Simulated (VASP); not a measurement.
# Ge3S4 (P-3m1) in VASP: a series of runs

Runs on Ge3S4. Level: PBE+D3(BJ). Tasks: single point.

Everything below comes from runs of VASP 6.6.1. Logs are shortened: lines on timing, memory, paths and dates and some standing lists are left out, and cuts for length are marked.

## (1) The cell of the first run

The structure is trigonal, space group P-3m1 (No. 164). Conventional cell: a = 3.634 Å, b = 3.634 Å, c = 12.823 Å, α = 90.00°, β = 90.00°, γ = 120.00°. Within 3.0 Å of Ge (site symmetry 3m) lie 4 S at 2.23 Å. Within 2.8 Å of Ge (site symmetry -3m) lie 2 S at 2.12 Å. S (site symmetry 3m) has 1 Ge at 2.23 Å within 3.0 Å. Within 2.8 Å of S (site symmetry 3m) lie 4 Ge at 2.12 to 2.23 Å.

## (2) Single point, PBE+D3(BJ)

INCAR

```
SYSTEM = Ge3S4
PREC = Accurate
ENCUT = 520
EDIFF = 1E-6
ISMEAR = 0
SIGMA = 0.1
LREAL = .FALSE.
LASPH = .TRUE.
NELM = 60
ALGO = Normal
ISIF = 2
LWAVE = .FALSE.
LCHARG = .FALSE.
GGA = PE
IVDW = 12
NBANDS = 42
```

KPOINTS

```
regular mesh
0
G
  6 6 2
  0 0 0
```

POSCAR

```
Ge3S4
1.0
    3.6340000000      0.0000000000      0.0000000000
   -1.8170000000      3.1471363200      0.0000000000
    0.0000000000      0.0000000000     12.8226819300
Ge S
3 4
Direct
    0.6666666700      0.3333333300      0.2758241800
    0.0000000000      0.0000000000      0.5000000000
    0.3333333300      0.6666666700      0.7241758200
    0.3333333300      0.6666666700      0.8981643800
    0.6666666700      0.3333333300      0.1018356200
    0.0000000000      0.0000000000      0.3349799200
    0.0000000000      0.0000000000      0.6650200800
```

Potentials or basis: VASP PAW PBE potentials, release 64 (Ge_d, S).

Launch:

```
$ cat potpaw_PBE.64/Ge_d/POTCAR potpaw_PBE.64/S/POTCAR > POTCAR
$ mpirun -np 1 vasp_std > vasp.out
```

OUTCAR:

```text
SYSTEM = Ge3S4
   PREC = Accurate
   ENCUT = 520
   EDIFF = 1E-6
   ISMEAR = 0
   LREAL = .FALSE.
   LASPH = .TRUE.
   NELM = 60
   ISIF = 2
   GGA = PE
   IVDW = 12
 IVDW          = 12

 ion  position               nearest neighbor table
   1  0.667  0.333  0.276-   5 2.23   6 2.23   6 2.23   6 2.23
   2  0.000  0.000  0.500-   6 2.12   7 2.12
   3  0.333  0.667  0.724-   4 2.23   7 2.23   7 2.23   7 2.23
   4  0.333  0.667  0.898-   3 2.23
   5  0.667  0.333  0.102-   1 2.23
   6  0.000  0.000  0.335-   2 2.12   1 2.23   1 2.23   1 2.23
   7  0.000  0.000  0.665-   2 2.12   3 2.23   3 2.23   3 2.23

  LATTYP: Found a hexagonal cell.
 ALAT       =     3.6340000000
 C/A-ratio  =     3.5285310759

  Lattice vectors:

 A1 = (   3.6340000000,   0.0000000000,   0.0000000000)
 A2 = (  -1.8170000000,   3.1471363200,   0.0000000000)
 A3 = (   0.0000000000,   0.0000000000,  12.8226819300)

Analysis of symmetry for initial positions (statically):
=====================================================================
 Subroutine PRICEL returns:
 Original cell was already a primitive cell.

 Routine SETGRP: Setting up the symmetry group for a
 hexagonal supercell.

 Subroutine GETGRP returns: Found 12 space group operations
 (whereof 12 operations were pure point group operations)
 out of a pool of 24 trial point group operations.

The static configuration has the point symmetry D_3d.

Analysis of symmetry for dynamics (positions and initial velocities):
=====================================================================
 Subroutine PRICEL returns:
 Original cell was already a primitive cell.

 Routine SETGRP: Setting up the symmetry group for a
 hexagonal supercell.

 Subroutine GETGRP returns: Found 12 space group operations
 (whereof 12 operations were pure point group operations)
 out of a pool of 24 trial point group operations.

The dynamic configuration has the point symmetry D_3d.

 Subroutine INISYM returns: Found 12 space group operations
 (whereof 12 operations are pure point group operations),
 and found     1 'primitive' translations

----------------------------------------------------------------------------------------

                                     Primitive cell

  volume of cell :     146.6491

  direct lattice vectors                    reciprocal lattice vectors
     3.634000000  0.000000000  0.000000000     0.275178866  0.158874592  0.000000000
    -1.817000000  3.147136320  0.000000000     0.000000000  0.317749185  0.000000000
     0.000000000  0.000000000 12.822681930     0.000000000  0.000000000  0.077986805

  length of vectors
     3.634000000  3.634000002 12.822681930     0.317749185  0.317749185  0.077986805

  position of ions in fractional coordinates (direct lattice)
     0.666666670  0.333333330  0.275824180
     0.000000000  0.000000000  0.500000000
     0.333333330  0.666666670  0.724175820
     0.333333330  0.666666670  0.898164380
     0.666666670  0.333333330  0.101835620
     0.000000000  0.000000000  0.334979920
     0.000000000  0.000000000  0.665020080

  ion indices of the primitive-cell ions
   primitive index   ion index
                 1           1
                 2           2
                 3           3
                 4           4
                 5           5
                 6           6
                 7           7

----------------------------------------------------------------------------------------

 KPOINTS: regular mesh

Automatic generation of k-mesh.
 Grid dimensions read from file:
 generate k-points for:    6    6    2

 Generating k-lattice:

  Cartesian coordinates                     Fractional coordinates (reciprocal lattice)
     0.045863144  0.026479099  0.000000000     0.166666667  0.000000000  0.000000000
     0.000000000  0.052958197  0.000000000     0.000000000  0.166666667  0.000000000
     0.000000000  0.000000000  0.038993403     0.000000000  0.000000000  0.500000000

  Length of vectors
     0.052958197  0.052958197  0.038993403

  Shift w.r.t. Gamma in fractional coordinates (k-lattice)
     0.000000000  0.000000000  0.000000000

 Subroutine IBZKPT returns following result:
 ===========================================

 Found     14 irreducible k-points:

 Following reciprocal coordinates:
            Coordinates               Weight
  0.000000  0.000000  0.000000      1.000000
  0.166667  0.000000  0.000000      6.000000
  0.333333  0.000000  0.000000      6.000000
  0.500000  0.000000  0.000000      3.000000
  0.166667  0.166667  0.000000      6.000000
  0.333333  0.166667  0.000000     12.000000
  0.333333  0.333333  0.000000      2.000000
  0.000000  0.000000  0.500000      1.000000
  0.166667  0.000000  0.500000      6.000000
  0.333333  0.000000  0.500000      6.000000
  0.500000  0.000000  0.500000      3.000000
  0.166667  0.166667  0.500000      6.000000
  0.333333  0.166667  0.500000     12.000000
  0.333333  0.333333  0.500000      2.000000
   k-points           NKPTS =     14   k-points in BZ     NKDIM =     14   number of bands    NBANDS=     42
   number of dos      NEDOS =    301   number of ions     NIONS =      7
   total plane-waves  NPLWV =  75264
   dimension x,y,z NGX =    28 NGY =   28 NGZ =   96
   dimension x,y,z NGXF=    56 NGYF=   56 NGZF=  192
   ions per type =               3   4
   NGX,Y,Z   is equivalent  to a cutoff of  12.81, 12.81, 12.45 a.u.
   NGXF,Y,Z  is equivalent  to a cutoff of  25.62, 25.62, 24.89 a.u.
 SYSTEM =  Ge3S4
   PREC   = accura    normal or accurate (medium, high low for compatibility)
   ISTART =      0    job   : 0-new  1-cont  2-samecut
   ICHARG =      2    charge: 1-file 2-atom 10-const
   ISPIN  =      1    spin polarized calculation?
   LNONCOLLINEAR =      F non collinear calculations
   LSORBIT =      F    spin-orbit coupling
   LASPH  =      T    aspherical Exc in radial PAW
   ENCUT  =  520.0 eV  38.22 Ry    6.18 a.u.   6.76  6.76 23.84*2*pi/ulx,y,z
   NELM   =     60;   NELMIN=  2; NELMDL= -5     # of ELM steps
   EDIFF  = 0.1E-05   stopping-criterion for ELM
   LREAL  =      F    real-space projection
   EDIFFG = 0.1E-04   stopping-criterion for IOM
   NSW    =      0    number of steps for IOM
   IBRION =     -1    ionic relax: 0-MD 1-quasi-New 2-CG
   NFREE  =      0    steps in history (QN), initial steepest desc. (CG)
   ISIF   =      2    stress and relaxation
   ISYM   =      2    0-nonsym 1-usesym 2-fastsym
   POTIM  = 0.5000    time-step for ionic-motion
   TEBEG  =    0.0;   TEEND  =   0.0 temperature during run
   PSTRESS=    0.0 pullay stress
   NELECT =      66.0000    total number of electrons
   NUPDOWN=      -1.0000    fix difference up-down
   EMIN   =  10.00;   EMAX   =-10.00  energy-range for DOS
   EFERMI =   0.00;   METHOD = LEGACY
   ISMEAR =     0;   SIGMA  =   0.10  broadening in eV -4-tet -1-fermi 0-gaus
   EFERMI_NEDOS =   21; number of points for ismear=-14 and -15
   IALGO  =     38    algorithm
   IMIX   =      4    mixing-type and parameters
     AMIX     =   0.40;   BMIX     =  1.00
     AMIX_MAG =   1.60;   BMIX_MAG =  1.00
  volume/ion in A,a.u.               =      20.95       141.38
  Fermi-wavevector in a.u.,A,eV,Ry     =   1.254574  2.370802 21.414978  1.573956
  Thomas-Fermi vector in A             =   2.388373
   LORBIT       =      0    0 simple, 1 ext, 2 COOP (PROOUT), +10 PAW based schemes
   GGA     = PE    functional components
   LHFCALC =     F    Hartree Fock is set to
   AEXX    =    0.0000 exact exchange contribution
   IVDW    =    12    specifies the selected vdW correction
   LEPSILON=     F    determine dielectric tensor
   LRPA    =     F    only Hartree local field effects (RPA)
 non-spin polarized calculation
 Gauss-broadening in eV      SIGMA  =   0.10
  energy-cutoff  :      520.00
  volume of cell :      146.65
 maximum number of plane-waves:      3970
 NGX is ok and might be reduce to    28
   NGX = 13   NGY = 13   NGZ = 47

 number of electron      65.9999975 magnetization

 Free energy of the ion-electron system (eV)
  ---------------------------------------------------
  ext. energy  EPLUGINS =         0.00000000
  ---------------------------------------------------
  free energy    TOTEN  =       -23.47331779 eV

  energy without entropy =      -23.43266236  energy(sigma->0) =      -23.45299007

 E-fermi :   4.8526     XC(G=0):  -9.7930

 val. band max:        4.8484418201   @ k =   0.3333   0.0000   0.5000
 cond. band min:       4.9284824389   @ k =   0.1667   0.1667   0.0000
 fundamental gap:      0.0800406188
 Fermi energy:         4.8525951488

 k-point     1 :       0.0000    0.0000    0.0000
  band No.  band energies     occupation
      1     -20.6851      2.00000
      2     -20.6851      2.00000
      3     -20.6850      2.00000
      4     -20.6850      2.00000
      5     -20.5676      2.00000
      6     -20.5673      2.00000
[... 34 lines left out ...]
     41       8.6099      0.00000
     42       9.1364      0.00000

 k-point     2 :       0.1667    0.0000    0.0000
  band No.  band energies     occupation
      1     -20.6901      2.00000
      2     -20.6896      2.00000
      3     -20.6792      2.00000
      4     -20.6791      2.00000
      5     -20.5627      2.00000
      6     -20.5625      2.00000
[... 34 lines left out ...]
     41       8.9408      0.00000
     42       9.5318      0.00000

 k-point     3 :       0.3333    0.0000    0.0000
  band No.  band energies     occupation
      1     -20.7002      2.00000
      2     -20.6985      2.00000
      3     -20.6673      2.00000
      4     -20.6672      2.00000
      5     -20.5553      2.00000
      6     -20.5544      2.00000
[... 34 lines left out ...]
     41       9.8416      0.00000
     42      10.1501      0.00000

 k-point     4 :       0.5000    0.0000    0.0000
  band No.  band energies     occupation
      1     -20.7052      2.00000
      2     -20.7029      2.00000
      3     -20.6614      2.00000
      4     -20.6613      2.00000
      5     -20.5563      2.00000
      6     -20.5544      2.00000
[... 394 lines left out ...]
     41       9.6864      0.00000
     42      10.0308      0.00000

 k-point    13 :       0.3333    0.1667    0.5000
  band No.  band energies     occupation
      1     -20.7016      2.00000
      2     -20.6992      2.00000
      3     -20.6647      2.00000
      4     -20.6647      2.00000
      5     -20.5545      2.00000
      6     -20.5529      2.00000
[... 34 lines left out ...]
     41       9.8125      0.00000
     42      10.1439      0.00000

 k-point    14 :       0.3333    0.3333    0.5000
  band No.  band energies     occupation
      1     -20.7001      2.00000
      2     -20.6973      2.00000
      3     -20.6654      2.00000
      4     -20.6654      2.00000
      5     -20.5525      2.00000
      6     -20.5506      2.00000
[... 34 lines left out ...]
     41       9.4699      0.00000
     42      10.4706      0.00000

------------------------ aborting loop because EDIFF is reached ----------------------------------------

 Edisp (eV)   -2.26377

 E8    (eV) :    -0.9137

  FORCE on cell =-STRESS in cart. coord.  units (eV):
  Direction    XX          YY          ZZ          XY          YZ          ZX
  --------------------------------------------------------------------------------------
  -------------------------------------------------------------------------------------
  Total       9.52632     9.52632    21.50752     0.00000     0.00000     0.00000
  in kB     104.07740   104.07740   234.97498     0.00000     0.00000     0.00000
  external pressure =      147.71 kB  Pullay stress =        0.00 kB

 VOLUME and BASIS-vectors are now :
 -----------------------------------------------------------------------------
  energy-cutoff  :      520.00
  volume of cell :      146.65
      direct lattice vectors                 reciprocal lattice vectors
     3.634000000  0.000000000  0.000000000     0.275178866  0.158874592  0.000000000
    -1.817000000  3.147136320  0.000000000     0.000000000  0.317749185  0.000000000
     0.000000000  0.000000000 12.822681930     0.000000000  0.000000000  0.077986805

 POSITION                                       TOTAL-FORCE (eV/Angst)
 -----------------------------------------------------------------------------------
      1.81700      1.04905      3.53681        -0.000000     -0.000000     -4.001313
      0.00000      0.00000      6.41134         0.000000      0.000000      0.000000
     -0.00000      2.09809      9.28588         0.000000      0.000000      4.001313
     -0.00000      2.09809     11.51688        -0.000000      0.000000     -0.892667
      1.81700      1.04905      1.30581         0.000000     -0.000000      0.892667
      0.00000      0.00000      4.29534         0.000000     -0.000000     -2.886242
      0.00000      0.00000      8.52734         0.000000      0.000000      2.886242
 -----------------------------------------------------------------------------------
    total drift:                               -0.000000     -0.000000      0.000000

  FREE ENERGIE OF THE ION-ELECTRON SYSTEM (eV)
  ---------------------------------------------------
  free  energy   TOTEN  =       -25.7370903008 eV

  energy  without entropy=      -25.6964348748  energy(sigma->0) =      -25.71676259
```

Run time: 3 min. Hardware: 1 thread of Intel Xeon 8259CL, shared host; peak memory 0.29 GiB.

What came out:

```yaml
Free_energy: -25.7371 eV
Pressure: 14.8 GPa
Largest_force: 4.001 eV/Å
Band_gap_on_the_k_mesh: zero (bands 33 and 34 overlap by 0.67 eV)
Dispersion_energy_per_atom: -0.323 eV
```

Forces in eV/Å, atoms in the order of the input:
```
Ge   0.000  0.000 -4.001
Ge   0.000  0.000  0.000
Ge   0.000  0.000  4.001
S    0.000  0.000 -0.893
S    0.000  0.000  0.893
S    0.000  0.000 -2.886
S    0.000  0.000  2.886
```

Stress tensor (GPa, compression positive):
```
10.41  0.00  0.00
 0.00 10.41  0.00
 0.00  0.00 23.50
```

Caveat: the stress differs along the axes, from 10 to 23 GPa; forces of over 1 eV/Å act on the atoms, so gaps and moduli don't describe the material at rest.

(Continued in part 2 of 2.)

The gap in the log of VASP goes by the Fermi energy; the results here count the filled bands.